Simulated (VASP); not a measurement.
# Ti in VASP: relaxation of the atoms with PBEsol

Aim: the relaxation of the atoms of Ti with PBEsol.

Program: VASP 6.6.1. These are calculated values, not measurements. Logs are shortened: lines on timing, memory, paths and dates and some standing lists are left out, and cuts for length are marked.

### Step 1. The cell of the first run

The cell holds a slab with vacuum, 5 atoms: a = 2.902 Å, b = 2.902 Å, c = 25.182 Å, α = 90.00°, β = 90.00°, γ = 120.00°.

### Step 2. Relaxation of the atoms, PBEsol

The input, INCAR:

```
SYSTEM = Ti
ALGO     = Normal         ! electronic algorithm
DIPOL    = 0.5 0.5 0.500
EDIFF    = 1E-6           ! SCF threshold, eV
EDIFFG   = -0.01          ! ionic threshold
ENCUT    = 520            ! plane-wave cutoff, eV
GGA      = PS             ! functional
IBRION   = 2              ! ionic algorithm
IDIPOL   = 3            
ISIF     = 2              ! what is computed and relaxed
ISMEAR   = -1             ! smearing method
KPAR     = 4            
LASPH    = .True.         ! aspherical terms in the spheres
LCHARG   = .False.        ! write CHGCAR
LDIPOL   = .True.       
LREAL    = .False.        ! projectors in reciprocal space
LWAVE    = .False.        ! write WAVECAR
NELM     = 60             ! most SCF steps
NSW      = 60             ! ionic steps
PREC     = Accurate       ! precision mode
SIGMA    = 0.08           ! smearing width, eV
```

The input, KPOINTS:

```
k-points
0
Gamma
  13 13 1
  0 0 0
```

The input, POSCAR:

```
Ti
1.0
    2.9016173135      0.0000000000      0.0000000000
   -1.4508086568      2.5128743056      0.0000000000
    0.0000000000      0.0000000000     25.1816000000
Ti
5
Direct
    0.0000000000      0.0000000000      0.3176919192
    0.3333333340      0.6666666660      0.4088459597
    0.0000000000      0.0000000000      0.4999999997
    0.3333333340      0.6666666660      0.5911540403
    0.0000000000      0.0000000000      0.6823080808
```

Potentials or basis: VASP PAW PBE potentials, release 64 (Ti_sv).

On the command line:

```console
$ cat potpaw_PBE.64/Ti_sv/POTCAR > POTCAR
$ mpirun -np 4 vasp_std > vasp.out
```

OUTCAR:

```text
SYSTEM = Ti
   EDIFF = 1E-6
   EDIFFG = -0.01
   ENCUT = 520
   GGA = PS
   IBRION = 2
   ISIF = 2
   ISMEAR = -1
   LASPH = .True.
   LREAL = .False.
   NELM = 60
   NSW = 60
   PREC = Accurate

 ion  position               nearest neighbor table
   1  0.000  0.000  0.318-   2 2.84   2 2.84   2 2.84
   2  0.333  0.667  0.409-   3 2.84   3 2.84   3 2.84   1 2.84   1 2.84   1 2.84
   3  0.000  0.000  0.500-   2 2.84   2 2.84   2 2.84   4 2.84   4 2.84   4 2.84
   4  0.333  0.667  0.591-   5 2.84   5 2.84   3 2.84   3 2.84   5 2.84   3 2.84
   5  0.000  0.000  0.682-   4 2.84   4 2.84   4 2.84

  LATTYP: Found a hexagonal cell.
 ALAT       =     2.9016173135
 C/A-ratio  =     8.6784704113

  Lattice vectors:

 A1 = (   2.9016173135,   0.0000000000,   0.0000000000)
 A2 = (  -1.4508086568,   2.5128743056,   0.0000000000)
 A3 = (   0.0000000000,   0.0000000000,  25.1816000000)

Analysis of symmetry for initial positions (statically):
=====================================================================
 Subroutine PRICEL returns:
 Original cell was already a primitive cell.

 Routine SETGRP: Setting up the symmetry group for a
 hexagonal supercell.

 Subroutine GETGRP returns: Found 12 space group operations
 (whereof 12 operations were pure point group operations)
 out of a pool of 24 trial point group operations.

The static configuration has the point symmetry D_3h.

Analysis of symmetry for dynamics (positions and initial velocities):
=====================================================================
 Subroutine PRICEL returns:
 Original cell was already a primitive cell.

 Routine SETGRP: Setting up the symmetry group for a
 hexagonal supercell.

 Subroutine GETGRP returns: Found 12 space group operations
 (whereof 12 operations were pure point group operations)
 out of a pool of 24 trial point group operations.

The dynamic configuration has the point symmetry D_3h.

 Subroutine INISYM returns: Found 12 space group operations
 (whereof 12 operations are pure point group operations),
 and found     1 'primitive' translations

----------------------------------------------------------------------------------------

                                     Primitive cell

  volume of cell :     183.6091

  direct lattice vectors                    reciprocal lattice vectors
     2.901617314  0.000000000  0.000000000     0.344635385  0.198975332  0.000000000
    -1.450808657  2.512874306  0.000000000     0.000000000  0.397950665  0.000000000
     0.000000000  0.000000000 25.181600000     0.000000000  0.000000000  0.039711535

  length of vectors
     2.901617314  2.901617314 25.181600000     0.397950665  0.397950665  0.039711535

  position of ions in fractional coordinates (direct lattice)
     0.000000000  0.000000000  0.317691919
     0.333333334  0.666666666  0.408845960
     0.000000000  0.000000000  0.500000000
     0.333333334  0.666666666  0.591154040
     0.000000000  0.000000000  0.682308081

  ion indices of the primitive-cell ions
   primitive index   ion index
                 1           1
                 2           2
                 3           3
                 4           4
                 5           5

----------------------------------------------------------------------------------------

 KPOINTS: k-points

Automatic generation of k-mesh.
 Grid dimensions read from file:
 generate k-points for:   13   13    1

 Generating k-lattice:

  Cartesian coordinates                     Fractional coordinates (reciprocal lattice)
     0.026510414  0.015305795  0.000000000     0.076923077 -0.000000000  0.000000000
     0.000000000  0.030611590  0.000000000     0.000000000  0.076923077  0.000000000
     0.000000000  0.000000000  0.039711535     0.000000000  0.000000000  1.000000000

  Length of vectors
     0.030611590  0.030611590  0.039711535

  Shift w.r.t. Gamma in fractional coordinates (k-lattice)
     0.000000000  0.000000000  0.000000000

 Subroutine IBZKPT returns following result:
 ===========================================

 Found     21 irreducible k-points:

 Following reciprocal coordinates:
            Coordinates               Weight
  0.000000  0.000000  0.000000      1.000000
  0.076923  0.000000  0.000000      6.000000
  0.153846  0.000000  0.000000      6.000000
  0.230769  0.000000  0.000000      6.000000
  0.307692  0.000000  0.000000      6.000000
  0.384615 -0.000000  0.000000      6.000000
[... 13 lines left out ...]
  0.384615  0.230769  0.000000      6.000000
  0.307692  0.307692  0.000000      6.000000
   k-points           NKPTS =     21   k-points in BZ     NKDIM =     21   number of bands    NBANDS=     36
   number of dos      NEDOS =    301   number of ions     NIONS =      5
   total plane-waves  NPLWV = 110592
   dimension x,y,z NGX =    24 NGY =   24 NGZ =  192
   dimension x,y,z NGXF=    48 NGYF=   48 NGZF=  384
   ions per type =               5
   NGX,Y,Z   is equivalent  to a cutoff of  13.75, 13.75, 12.68 a.u.
   NGXF,Y,Z  is equivalent  to a cutoff of  27.50, 27.50, 25.35 a.u.
 SYSTEM =  Ti
   PREC   = accura    normal or accurate (medium, high low for compatibility)
   ISTART =      0    job   : 0-new  1-cont  2-samecut
   ICHARG =      2    charge: 1-file 2-atom 10-const
   ISPIN  =      1    spin polarized calculation?
   LNONCOLLINEAR =      F non collinear calculations
   LSORBIT =      F    spin-orbit coupling
   LASPH  =      T    aspherical Exc in radial PAW
   ENCUT  =  520.0 eV  38.22 Ry    6.18 a.u.   5.40  5.40 46.82*2*pi/ulx,y,z
   NELM   =     60;   NELMIN=  2; NELMDL= -5     # of ELM steps
   EDIFF  = 0.1E-05   stopping-criterion for ELM
   LREAL  =      F    real-space projection
   EDIFFG = -.1E-01   stopping-criterion for IOM
   NSW    =     60    number of steps for IOM
   IBRION =      2    ionic relax: 0-MD 1-quasi-New 2-CG
   NFREE  =      1    steps in history (QN), initial steepest desc. (CG)
   ISIF   =      2    stress and relaxation
   ISYM   =      2    0-nonsym 1-usesym 2-fastsym
   POTIM  = 0.5000    time-step for ionic-motion
   TEBEG  =    0.0;   TEEND  =   0.0 temperature during run
   PSTRESS=    0.0 pullay stress
   NELECT =      60.0000    total number of electrons
   NUPDOWN=      -1.0000    fix difference up-down
   EMIN   =  10.00;   EMAX   =-10.00  energy-range for DOS
   EFERMI =   0.00;   METHOD = LEGACY
   ISMEAR =    -1;   SIGMA  =   0.08  broadening in eV -4-tet -1-fermi 0-gaus
   EFERMI_NEDOS =   21; number of points for ismear=-14 and -15
   IALGO  =     38    algorithm
   IMIX   =      4    mixing-type and parameters
     AMIX     =   0.40;   BMIX     =  1.00
     AMIX_MAG =   1.60;   BMIX_MAG =  1.00
  volume/ion in A,a.u.               =      36.72       247.81
  Fermi-wavevector in a.u.,A,eV,Ry     =   1.127614  2.130882 17.299993  1.271514
  Thomas-Fermi vector in A             =   2.264301
   LORBIT       =      0    0 simple, 1 ext, 2 COOP (PROOUT), +10 PAW based schemes
   GGA     = PS    functional components
   LHFCALC =     F    Hartree Fock is set to
   AEXX    =    0.0000 exact exchange contribution
   IVDW    =     0    specifies the selected vdW correction
   LEPSILON=     F    determine dielectric tensor
   LRPA    =     F    only Hartree local field effects (RPA)
 conjugate gradient relaxation of ions
 non-spin polarized calculation
  energy-cutoff  :      520.00
  volume of cell :      183.61
 maximum number of plane-waves:      5025
 NGX is ok and might be reduce to    24
   NGX = 11   NGY = 11   NGZ = 93

--------------------------------------- Ionic step        1  -------------------------------------------

 number of electron      59.9999981 magnetization

 Free energy of the ion-electron system (eV)
  ---------------------------------------------------
  ext. energy  EPLUGINS =         0.00000000
  ---------------------------------------------------
  free energy    TOTEN  =       -39.72190751 eV

  energy without entropy =      -39.52959215  energy(sigma->0) =      -39.62574983

------------------------ aborting loop because EDIFF is reached ----------------------------------------

  FORCE on cell =-STRESS in cart. coord.  units (eV):
  Direction    XX          YY          ZZ          XY          YZ          ZX
  --------------------------------------------------------------------------------------
  -------------------------------------------------------------------------------------
  Total       -1.8986505     -1.8986505     -2.1534844      0.0000000     -0.0000000      0.0000000
  in kB      -16.5676684    -16.5676684    -18.7913544      0.0000000     -0.0000000      0.0000000
  external PRESSURE =     -17.3088971 kB  Pullay stress =       0.0000000 kB
[... 258 lines left out ...]
  energy  without entropy=      -39.6709951186  energy(sigma->0) =      -39.74814368

--------------------------------------- Ionic step        8  -------------------------------------------

 number of electron      59.9999989 magnetization

 dipolmoment           0.000000      0.000000      0.000000 electrons x Angstroem

 Free energy of the ion-electron system (eV)
  ---------------------------------------------------
  ext. energy  EPLUGINS =         0.00000000
  ---------------------------------------------------
  free energy    TOTEN  =       -39.82535769 eV

  energy without entropy =      -39.67143602  energy(sigma->0) =      -39.74839686

 E-fermi :   1.5764     XC(G=0):  -6.1284

 val. band max:        1.5693120404   @ k =   0.3077   0.0769   0.0000
 cond. band min:       1.5847534819   @ k =   0.2308   0.0000   0.0000
 fundamental gap:      0.0154414415
 Fermi energy:         1.5763888621

 k-point     1 :       0.0000    0.0000    0.0000
  band No.  band energies     occupation
      1     -55.0336      2.00000
      2     -55.0324      2.00000
      3     -54.8869      2.00000
      4     -54.7868      2.00000
      5     -54.7642      2.00000
      6     -31.6912      2.00000
[... 808 lines left out ...]
     35       1.9315      0.02334
     36       1.9916      0.01109

------------------------ aborting loop because EDIFF is reached ----------------------------------------

 vacuum level on the upper side and lower side of the slab       (xc-potential included)        -0.004        -0.004

  FORCE on cell =-STRESS in cart. coord.  units (eV):
  Direction    XX          YY          ZZ          XY          YZ          ZX
  --------------------------------------------------------------------------------------
  -------------------------------------------------------------------------------------
  Total       -0.8426939     -0.8426939     -0.0102412      0.0000000     -0.0000000      0.0000000
  in kB       -7.3533669     -7.3533669     -0.0893652      0.0000000     -0.0000000      0.0000000
  external PRESSURE =      -4.9320330 kB  Pullay stress =       0.0000000 kB

 VOLUME and BASIS-vectors are now :
 -----------------------------------------------------------------------------
  energy-cutoff  :      520.00
  volume of cell :      183.61
      direct lattice vectors                 reciprocal lattice vectors
     2.901617314  0.000000000  0.000000000     0.344635385  0.198975332  0.000000000
    -1.450808657  2.512874306  0.000000000     0.000000000  0.397950665  0.000000000
     0.000000000  0.000000000 25.181600000     0.000000000  0.000000000  0.039711535
[... 11 lines left out ...]
  FREE ENERGIE OF THE ION-ELECTRON SYSTEM (eV)
  ---------------------------------------------------
  free  energy   TOTEN  =       -39.8253576892 eV

  energy  without entropy=      -39.6714360214  energy(sigma->0) =      -39.74839686

 reached required accuracy - stopping structural energy minimisation

 vacuum level on the upper side and lower side of the slab         6.098         6.098
```

Run time: 4.8 min. Hardware: 4 MPI ranks of Intel Xeon Platinum 8488C (Sapphire Rapids), shared host; peak memory 0.37 GiB.

What came out:

```
Free energy                  : -39.8254 eV
Energy gained by relaxing    : 20.7 meV/atom
Ionic steps                  : 8
Largest force after relaxing : 0.008 eV/Å
Band gap on the k mesh       : zero (bands 30 and 31 overlap by 1.03 eV)
```

Forces on the atoms (eV/Å):
```
Ti   0.000  0.000 -0.008
Ti   0.000  0.000  0.008
Ti   0.000  0.000  0.000
Ti   0.000  0.000 -0.008
Ti   0.000  0.000  0.008
```

Step by step:
```csv
step,energy change (eV),largest force (eV/Å),pressure (GPa)
1,0.0000,0.6351,-1.73
2,-0.0580,0.4145,-1.48
3,-0.0989,0.0593,-0.91
4,-0.0989,0.0724,-0.94
5,-0.0996,0.0645,-0.90
6,-0.1015,0.0451,-0.79
7,-0.1034,0.0131,-0.55
8,-0.1035,0.0084,-0.49
```

Final structure:
```yaml
crystal:
  lattice:
    - [2.90162, 0.00000, 0.00000]
    - [-1.45081, 2.51287, 0.00000]
    - [0.00000, 0.00000, 25.18160]
  atoms:
    - { symbol: Ti, position: [0.00000, 0.00000, 0.32226] }
    - { symbol: Ti, position: [0.33333, 0.66667, 0.40700] }
    - { symbol: Ti, position: [0.00000, 0.00000, 0.50000] }
    - { symbol: Ti, position: [0.33333, 0.66667, 0.59300] }
    - { symbol: Ti, position: [0.00000, 0.00000, 0.67774] }
```

Levels at points of the mesh, in eV from the Fermi level:
| k point | band 27 | band 28 | band 29 | band 30 | band 31 | band 32 | band 33 | band 34 |
| --- | --- | --- | --- | --- | --- | --- | --- | --- |
| (0.00, 0.00, 0.00) | -0.13 | 0.47 | 0.47 | 0.62 | 0.62 | 0.68 | 0.68 | 0.72 |

Caveat: the PAW data sets were made with another functional, which shifts forces and pressure a little.
